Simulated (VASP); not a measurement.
# GaN (P6_3mc) in VASP: a series of runs

Runs on GaN. Level: LDA. Tasks: relaxation of cell and atoms.

Program: VASP 6.6.1. These are calculated values, not measurements. Logs are shortened: lines on timing, memory, paths and dates and some standing lists are left out, and cuts for length are marked.

## 1. The cell of the first run

Symmetry: P6_3mc, No. 186, hexagonal system. The conventional cell has a = 3.152 Å, b = 3.152 Å, c = 5.138 Å, α = 90.00°, β = 90.00°, γ = 120.00°. Within 2.6 Å of Ga (site symmetry 3m) lie 4 N at 1.93 Å. N (site symmetry 3m) has 4 Ga at 1.93 Å within 2.6 Å.

## 2. Relaxation of cell and atoms, LDA, target pressure 10 GPa, at which the enthalpy is minimised

INCAR

```
PREC     = Accurate       # precision mode
ENCUT    = 600            # plane-wave cutoff, eV
EDIFF    = 1E-6           # SCF threshold, eV
ISMEAR   = 0              # smearing method
SIGMA    = 0.01           # smearing width, eV
LREAL    = False          # projectors in reciprocal space
LASPH    = True           # aspherical terms in the spheres
NELM     = 60             # most SCF steps
ALGO     = Normal         # electronic algorithm
ISIF     = 3              # what is computed and relaxed
LWAVE    = False          # write WAVECAR
LCHARG   = False          # write CHGCAR
GGA      = CA             # functional
IBRION   = 2              # ionic algorithm
NSW      = 100            # ionic steps
EDIFFG   = -0.002         # ionic threshold
PSTRESS  = 100.0
```

KPOINTS

```
Automatic mesh
0
Gamma
  8 8 4
```

POSCAR

```
GaN
1.0
    3.1518145789      0.0000000000      0.0000000000
   -1.5759072894      2.7295514933      0.0000000000
    0.0000000000      0.0000000000      5.1383977941
Ga N
2 2
Direct
    0.3333333333      0.6666666667     -0.0007042243
    0.6666666667      0.3333333333      0.4992957757
    0.3333333333      0.6666666667      0.3757042243
    0.6666666667      0.3333333333      0.8757042243
```

Potentials or basis: VASP PAW LDA potentials, release 64 (Ga_d, N).

Launch:

```sh
> cat potpaw_LDA.64/Ga_d/POTCAR potpaw_LDA.64/N/POTCAR > POTCAR
> mpirun -np 1 vasp_std > vasp.out
```

OUTCAR:

```text
PREC = Accurate
   ENCUT = 600
   EDIFF = 1E-6
   ISMEAR = 0
   LREAL = False
   LASPH = True
   NELM = 60
   ISIF = 3
   GGA = CA
   IBRION = 2
   NSW = 100
   EDIFFG = -0.002
   PSTRESS = 100.0

 ion  position               nearest neighbor table
   1  0.333  0.667  0.999-   4 1.93   4 1.93   4 1.93   3 1.93
   2  0.667  0.333  0.499-   3 1.93   3 1.93   3 1.93   4 1.93
   3  0.333  0.667  0.376-   2 1.93   2 1.93   2 1.93   1 1.93
   4  0.667  0.333  0.876-   1 1.93   1 1.93   1 1.93   2 1.93

  LATTYP: Found a hexagonal cell.
 ALAT       =     3.1518145789
 C/A-ratio  =     1.6302982506

  Lattice vectors:

 A1 = (   3.1518145789,   0.0000000000,   0.0000000000)
 A2 = (  -1.5759072894,   2.7295514933,   0.0000000000)
 A3 = (   0.0000000000,   0.0000000000,   5.1383977941)

Analysis of symmetry for initial positions (statically):
=====================================================================
 Subroutine PRICEL returns:
 Original cell was already a primitive cell.

 Routine SETGRP: Setting up the symmetry group for a
 hexagonal supercell.

 Subroutine GETGRP returns: Found 12 space group operations
 (whereof  6 operations were pure point group operations)
 out of a pool of 24 trial point group operations.

The static configuration has the point symmetry C_3v.
 The point group associated with its full space group is C_6v.

Analysis of symmetry for dynamics (positions and initial velocities):
=====================================================================
 Subroutine PRICEL returns:
 Original cell was already a primitive cell.

 Routine SETGRP: Setting up the symmetry group for a
 hexagonal supercell.

 Subroutine GETGRP returns: Found 12 space group operations
 (whereof  6 operations were pure point group operations)
 out of a pool of 24 trial point group operations.

The dynamic configuration has the point symmetry C_3v.
 The point group associated with its full space group is C_6v.

 Subroutine INISYM returns: Found 12 space group operations
 (whereof  6 operations are pure point group operations),
 and found     1 'primitive' translations

----------------------------------------------------------------------------------------

                                     Primitive cell

  volume of cell :      44.2058

  direct lattice vectors                    reciprocal lattice vectors
     3.151814579  0.000000000  0.000000000     0.317277548  0.183180277  0.000000000
[... 107 lines left out ...]
   IALGO  =     38    algorithm
   IMIX   =      4    mixing-type and parameters
     AMIX     =   0.40;   BMIX     =  1.00
     AMIX_MAG =   1.60;   BMIX_MAG =  1.00
  volume/ion in A,a.u.               =      11.05        74.58
  Fermi-wavevector in a.u.,A,eV,Ry     =   1.528794  2.889003 31.799708  2.337213
  Thomas-Fermi vector in A             =   2.636504
   LORBIT       =      0    0 simple, 1 ext, 2 COOP (PROOUT), +10 PAW based schemes
   GGA     = CA    functional components
   LHFCALC =     F    Hartree Fock is set to
   AEXX    =    0.0000 exact exchange contribution
   IVDW    =     0    specifies the selected vdW correction
   LEPSILON=     F    determine dielectric tensor
   LRPA    =     F    only Hartree local field effects (RPA)
 conjugate gradient relaxation of ions
 non-spin polarized calculation
 Gauss-broadening in eV      SIGMA  =   0.01
  energy-cutoff  :      600.00
  volume of cell :       44.21
 maximum number of plane-waves:      1496
 NGX is ok and might be reduce to    28
   NGX = 13   NGY = 13   NGZ = 21

--------------------------------------- Ionic step        1  -------------------------------------------

 number of electron      35.9999987 magnetization

 Free energy of the ion-electron system (eV)
  ---------------------------------------------------
  ext. energy  EPLUGINS =         0.00000000
  ---------------------------------------------------
  free energy    TOTEN  =       -27.91000043 eV

  energy without entropy =      -27.91000043  energy(sigma->0) =      -27.91000043

------------------------ aborting loop because EDIFF is reached ----------------------------------------

  FORCE on cell =-STRESS in cart. coord.  units (eV):
  Direction    XX          YY          ZZ          XY          YZ          ZX
  --------------------------------------------------------------------------------------
  -------------------------------------------------------------------------------------
  Total        0.2813949      0.2813949      0.2732625      0.0000000      0.0000000      0.0000000
  in kB       10.1987534     10.1987534      9.9040076      0.0000000      0.0000000      0.0000000
  external PRESSURE =     -89.8994952 kB  Pullay stress =     100.0000000 kB
[... 103 lines left out ...]
  energy  without entropy=      -27.8537802382  energy(sigma->0) =      -27.85378024

  enthalpy is  TOTEN    =       -25.2013130921 eV   P V=        2.6524671462

[... ionic steps 4 to 9 ...]

--------------------------------------- Ionic step       10  -------------------------------------------

 number of electron      36.0000004 magnetization

------------------------ aborting loop because EDIFF is reached ----------------------------------------
[... 75 lines left out ...]
--------------------------------------- Ionic step       12  -------------------------------------------

 number of electron      36.0000004 magnetization

 Free energy of the ion-electron system (eV)
  ---------------------------------------------------
  ext. energy  EPLUGINS =         0.00000000
  ---------------------------------------------------
  free energy    TOTEN  =       -27.85209941 eV

  energy without entropy =      -27.85209941  energy(sigma->0) =      -27.85209941

 E-fermi :   5.9695     XC(G=0): -12.5167

 val. band max:        5.9106684189   @ k =   0.0000   0.0000   0.0000
 cond. band min:       8.3238822674   @ k =   0.0000   0.0000   0.0000
 fundamental gap:      2.4132138485
 Fermi energy:         5.9694568451

 k-point     1 :       0.0000    0.0000    0.0000
  band No.  band energies     occupation
      1     -10.6038      2.00000
      2      -9.4828      2.00000
      3      -7.7335      2.00000
      4      -7.7138      2.00000
      5      -7.7138      2.00000
      6      -7.6379      2.00000
[... 589 lines left out ...]
     21      14.0638      0.00000
     22      14.0638      0.00000

 [... further k-points ...]

------------------------ aborting loop because EDIFF is reached ----------------------------------------

  FORCE on cell =-STRESS in cart. coord.  units (eV):
  Direction    XX          YY          ZZ          XY          YZ          ZX
  --------------------------------------------------------------------------------------
  -------------------------------------------------------------------------------------
  Total        2.6453785      2.6453785      2.6459526      0.0000000     -0.0000000     -0.0000000
  in kB       99.7968252     99.7968252     99.8184856      0.0000000     -0.0000000     -0.0000000
  external PRESSURE =      -0.1959547 kB  Pullay stress =     100.0000000 kB
[... 23 lines left out ...]
  energy  without entropy=      -27.8520994127  energy(sigma->0) =      -27.85209941

  enthalpy is  TOTEN    =       -25.2013352743 eV   P V=        2.6507641384

 reached required accuracy - stopping structural energy minimisation
```

OSZICAR:

```text
N       E                     dE             d eps       ncg     rms          rms(c)
DAV:   1     0.290685401125E+03    0.29069E+03   -0.20084E+04  1372   0.333E+03
DAV:   2     0.514525104868E+01   -0.28554E+03   -0.27659E+03  1456   0.572E+02
DAV:   3    -0.307999735775E+02   -0.35945E+02   -0.35689E+02  1518   0.161E+02
DAV:   4    -0.320579199768E+02   -0.12579E+01   -0.12549E+01  1798   0.325E+01
[... 80 lines left out ...]
       N       E                     dE             d eps       ncg     rms          rms(c)
DAV:   1    -0.278521061555E+02   -0.94451E-04   -0.17583E-04  1536   0.127E-01    0.153E-02
DAV:   2    -0.278521019811E+02    0.41744E-05   -0.15447E-05  1554   0.722E-02    0.908E-03
DAV:   3    -0.278520993040E+02    0.26771E-05   -0.45703E-06  1362   0.316E-02    0.114E-03
DAV:   4    -0.278520994127E+02   -0.10874E-06   -0.13822E-06   744   0.127E-02
  12 F= -.25201335E+02 E0= -.25201335E+02  d E =-.667557E-06
```

It took 1.9 min on 1 thread of Intel Xeon Platinum 8488C (Sapphire Rapids), shared host; peak memory 0.17 GiB.

Results:

```
Free energy                                                : -27.8521 eV
Relaxed volume                                             : 10.62 Å³/atom
Relaxed cell                                               : a = 3.110 Å, b = 3.110 Å, c = 5.071 Å, α = 90.00°, β = 90.00°, γ = 120.00°
Space group after relaxing (to 0.1 Å)                      : P6_3mc (No. 186)
Energy change on relaxing (the run minimises the enthalpy) : +14.5 meV/atom
Ionic steps                                                : 12
Pressure after relaxing                                    : 10.0 GPa
Band gap on the k mesh                                     : 2.41 eV
```

Step by step:
```tsv
step	energy change (eV)	largest force (eV/Å)	pressure (GPa)	volume (Å³)
1	0.0000	0.0016	1.01	44.21
2	0.2774	0.0217	23.73	40.36
3	0.0562	0.0096	9.84	42.50
4	0.0583	0.0098	10.06	42.46
5	0.0570	0.0033	9.88	42.48
6	0.0576	0.0033	10.02	42.47
7	0.0575	0.0005	9.98	42.48
8	0.0575	0.0040	9.98	42.48
9	0.0578	0.0022	9.98	42.47
10	0.0578	0.0029	10.00	42.47
11	0.0580	0.0022	10.03	42.47
12	0.0579	0.0001	9.98	42.47
```

Final structure:
```
Ga N
1.0
     3.10974    0.00000    0.00000
    -1.55487    2.69311    0.00000
     0.00000    0.00000    5.07111
Ga N
2 2
Direct
  0.33333 0.66667 0.99940
  0.66667 0.33333 0.49940
  0.33333 0.66667 0.37560
  0.66667 0.33333 0.87560
```

Caveat: the cell is relaxed towards a set pressure, so the run minimises the enthalpy, not the energy. LDA usually gives volumes a few per cent too small.

## 3. Relaxation of cell and atoms, LDA, target pressure 15 GPa, at which the enthalpy is minimised

INCAR

```
SYSTEM = GaN
  ALGO = Normal
  EDIFF = 1E-6
  EDIFFG = -0.002
  ENCUT = 600
  GGA = CA
  IBRION = 2
  ISIF = 3
  ISMEAR = 0
  LASPH = .True.
  LCHARG = .False.
  LREAL = .False.
  LWAVE = .False.
  NELM = 60
  NSW = 100
  PREC = Accurate
  PSTRESS = 150.0
  SIGMA = 0.01
```

KPOINTS

```
k-points
0
Gamma
  8 8 4
  0 0 0
```

POSCAR is that of step 2.

Potentials or basis: VASP PAW LDA potentials, release 64 (Ga_d, N).

Launch:

```sh
> cat potpaw_LDA.64/Ga_d/POTCAR potpaw_LDA.64/N/POTCAR > POTCAR
> mpirun -np 1 vasp_std > vasp.out
```

Wall time 2.3 min (1 thread of Intel Xeon Platinum 8488C (Sapphire Rapids), shared host); peak memory 0.18 GiB.

Results (log left out):

- Free energy: -27.7877 eV
- Relaxed volume: 10.41 Å³/atom
- Relaxed cell: a = 3.089 Å, b = 3.089 Å, c = 5.038 Å, α = 90.00°, β = 90.00°, γ = 120.00°
- Space group after relaxing (to 0.1 Å): P6_3mc (No. 186)
- Energy change on relaxing (the run minimises the enthalpy): +30.6 meV/atom
- Ionic steps: 13
- Pressure after relaxing: 15.0 GPa
- Band gap on the k mesh: 2.54 eV

The path:
| step | energy change (eV) | largest force (eV/Å) | pressure (GPa) | volume (Å³) |
| --- | --- | --- | --- | --- |
| 1 | 0.0000 | 0.0016 | 1.01 | 44.21 |
| 2 | 0.6870 | 0.0386 | 41.10 | 38.31 |
| 3 | 0.1171 | 0.0148 | 14.66 | 41.70 |
| 4 | 0.1216 | 0.0151 | 14.98 | 41.65 |
| 5 | 0.1263 | 0.0154 | 15.30 | 41.60 |
| 6 | 0.1167 | 0.0063 | 14.58 | 41.70 |
| 7 | 0.1218 | 0.0053 | 15.00 | 41.65 |
| 8 | 0.1216 | 0.0026 | 14.97 | 41.65 |
| 9 | 0.1217 | 0.0058 | 14.93 | 41.65 |
| 10 | 0.1236 | 0.0022 | 15.14 | 41.63 |
| 11 | 0.1228 | 0.0039 | 15.04 | 41.64 |
| 12 | 0.1223 | 0.0009 | 14.96 | 41.64 |
| 13 | 0.1223 | 0.0002 | 14.99 | 41.64 |

Final structure:
```
Ga N
1.0
     3.08932    0.00000    0.00000
    -1.54466    2.67543    0.00000
     0.00000    0.00000    5.03825
Ga N
2 2
Direct
  0.33333 0.66667 0.99943
  0.66667 0.33333 0.49943
  0.33333 0.66667 0.37557
  0.66667 0.33333 0.87557
```

Levels at points of the mesh, in eV from the valence-band top:
```csv
k point,band 14,band 15,band 16,band 17,band 18,band 19,band 20,band 21,band 22
"(0.00, 0.00, 0.00)",-1.16,-1.16,-0.07,0.00,0.00,2.55,4.79,9.55,10.25
"(0.50, 0.00, 0.00)",-5.69,-4.70,-3.11,-2.54,-1.13,5.17,5.90,6.27,9.22
"(0.00, 0.00, 0.50)",-4.04,-0.60,-0.60,-0.60,-0.60,4.79,4.79,8.78,8.78
"(0.50, 0.00, 0.50)",-7.20,-2.20,-2.20,-2.13,-2.13,4.56,4.56,8.18,8.18
```

Caveat: the cell is relaxed towards a set pressure, so the run minimises the enthalpy, not the energy.
